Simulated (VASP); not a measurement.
Here is a VASP 6.6.1 calculation.

Contents of INCAR:

```
SYSTEM = H18SO8
PREC     = Accurate       ! precision mode
ENCUT    = 520            ! plane-wave cutoff, eV
EDIFF    = 1E-6           ! SCF threshold, eV
ISMEAR   = -1             ! smearing method
SIGMA    = 0.02           ! smearing width, eV
LREAL    = .False.        ! projectors in reciprocal space
LASPH    = .True.         ! aspherical terms in the spheres
NELM     = 120            ! most SCF steps
ALGO     = Normal         ! electronic algorithm
ISIF     = 2              ! what is computed and relaxed
LWAVE    = .False.        ! write WAVECAR
LCHARG   = .False.        ! write CHGCAR
GGA      = PE             ! functional
IVDW     = 12             ! dispersion correction
NBANDS   = 55             ! bands
GGA_COMPAT= .False.
```

Contents of KPOINTS:

```
regular mesh
0
Gamma
  1 1 1
  0 0 0
```

POSCAR

```
H18SO8
1.0
    6.1919210000      0.0000000000      0.0000000000
    0.0000000000      6.1919210000      0.0000000000
    0.0000000000      0.0000000000      6.1919210000
O H S
8 18 1
Direct
    0.6302244489      0.7266565578      0.1837071242
   -0.0537636058      1.0407271023      0.2396671405
    0.3423008788      0.7732172294      0.7716506719
    0.8943428057      0.0109013019      0.7222637369
    0.7415792288      0.4552060661      0.5083236689
    0.3706442637      0.2181713882      0.8490256901
    0.4547861641      0.1025529880      0.3996013515
    0.8877535744      0.5784150024      0.8705375925
    0.4848737573      0.7996226050      0.1528281772
    0.6863459660      0.6563068230      0.0502267390
    0.0435244571      0.9253509533      0.2380036825
   -0.1770209924      0.9586039615      0.1992757983
    0.2163948797      0.7161267077      0.6988138253
    0.4755551629      0.7231358410      0.7102480797
    0.9310034802      0.0653432109      0.5806921632
    0.7800002616      0.1226598337      0.7590051617
    0.7005903338      0.5577106039      0.3986323469
    0.6619593499      0.3151848998      0.4770732702
    0.2328195079      0.2930592945      0.8287088934
    0.3256016994      0.0675719215      0.8645297639
    0.4146370731      0.1173303083      0.5531885823
    0.3711449161      0.2191565429      0.3326431329
    0.8185181949      0.5220350841      0.7268019085
    0.9054863588      0.7322283343      0.8325203115
    0.2685919281      0.5568061996      0.0618709444
    0.0538120561      0.3574012007      0.1935102208
    0.1892627506      0.5092442232      0.2589180321
```

Potentials or basis: VASP PAW PBE potentials, release 64 (O, H, S).

The run is started by

```bash
$ cat potpaw_PBE.64/O/POTCAR potpaw_PBE.64/H/POTCAR potpaw_PBE.64/S/POTCAR > POTCAR
$ mpirun -np 1 vasp_gam > vasp.out
```

Task: What does it give for the dispersion energy per atom?

Result: -0.047 eV.

Task: Predict the pressure.

Result: 1.8 GPa.

Task: What does it give for the largest force?

Result: 2.543 eV/Å.

Forces in eV/Å, atoms in the order of the input:
```
O   -1.649  1.124 -0.318
O    0.003  1.929  0.450
O   -0.269  0.672  0.940
O   -1.560  1.649  0.506
O   -0.334 -2.032  0.703
O   -0.342  0.119 -0.193
O    0.375 -0.151  0.565
O   -0.461  0.119 -0.989
H    2.055 -0.934  0.405
H    0.099 -0.124 -0.082
H    2.063 -1.481  0.139
H   -1.989 -0.514 -0.207
H    0.203 -0.290 -0.362
H    0.162 -0.450 -0.664
H    0.357 -0.335 -0.938
H    1.079 -1.430  0.190
H   -0.428  0.791 -1.041
H    0.301  1.011 -0.128
H    0.216 -0.038  0.111
H    0.026 -0.167 -0.001
H   -0.014 -0.152 -0.143
H   -0.160  0.360 -0.282
H    0.446  0.220  0.886
H    0.037 -0.058  0.144
H   -0.089 -0.164  0.061
H   -0.563 -0.277 -0.326
S    0.435  0.604  0.572
```

Caveat: the k points lie up to 1.01 Å⁻¹ apart; the atoms stand as in a frame of molecular dynamics.
